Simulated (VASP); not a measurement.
Here is a VASP 6.6.1 calculation.

INCAR

```
ALGO     = Normal         # electronic algorithm
EDIFF    = 1E-6           # SCF threshold, eV
ENCUT    = 520            # plane-wave cutoff, eV
GGA      = PE             # functional
ISIF     = 2              # what is computed and relaxed
ISMEAR   = 0              # smearing method
LASPH    = T              # aspherical terms in the spheres
LCHARG   = F              # write CHGCAR
LREAL    = F              # projectors in reciprocal space
LWAVE    = F              # write WAVECAR
NBANDS   = 22             # bands
NELM     = 100            # most SCF steps
PREC     = Accurate       # precision mode
SIGMA    = 0.1            # smearing width, eV
```

KPOINTS

```
k-points
0
Gamma
  4 4 6
```

The input POSCAR:

```
MgGeSe2
1.0
    5.2930333804      0.0000000000      0.0000000000
    0.0000000000      5.2930333804      0.0000000000
    0.0000000000      0.0000000000      3.1090568283
Mg Ge Se
1 1 2
Direct
    0.5000000000      0.5000000000      0.5000000000
    0.0000000000      0.0000000000      0.0000000000
    0.5000000000      0.0000000000      0.0000000000
    0.0000000000      0.5000000000      0.0000000000
```

Potentials or basis: VASP PAW PBE potentials, release 64 (Mg, Ge_d, Se).

Launch:

```console
$ cat potpaw_PBE.64/Mg/POTCAR potpaw_PBE.64/Ge_d/POTCAR potpaw_PBE.64/Se/POTCAR > POTCAR
$ mpirun -np 1 vasp_std > vasp.out
```

Problem. What does it give for the band gap on the k mesh?

Solution. Zero (band 14 reaches 5.50 eV, above the bottom of band 15 at 3.41 eV).

Problem. Predict the pressure.

Solution. 0.0 GPa.

Stress tensor (GPa, compression positive):
```
-0.07  0.00  0.00
 0.00 -0.07  0.00
 0.00  0.00  0.06
```
